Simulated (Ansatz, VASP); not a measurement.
One calculation of BN, two programs

```
CELL_PARAMETERS angstrom
2.29064 0.00000 0.00000
-1.14532 1.98376 0.00000
0.00000 0.00000 6.74549
ATOMIC_POSITIONS crystal
B 0.33333 0.66667 0.25000
B 0.66667 0.33333 0.75000
N 0.33333 0.66667 0.75000
N 0.66667 0.33333 0.25000
```

Alike in both runs: task single point; functional LDA; k mesh 12 × 12 × 4; occupations gaussian, width 0.05 eV; no spin polarisation.

|  | VASP | Ansatz |
| --- | --- | --- |
| version | VASP 6.6.1 | Ansatz 0.2.0 |
| potentials or method | VASP PAW LDA potentials, release 64 (B, N), cutoff 520 eV | scalar-relativistic, plane waves, PAW |
| valence electrons in the cell | 16 | 16 |

```tsv
	VASP	Ansatz	Ansatz less VASP
gap on the k mesh at the Fermi level (eV)	4.45	4.47	+0.024
least direct gap on the mesh (eV)	5.14	5.15	+0.007
```

Ansatz warns that its potentials were made for another functional, while VASP's fit it. LDA's correlation is that of Perdew and Zunger in VASP and of Perdew and Wang (1992) in Ansatz.
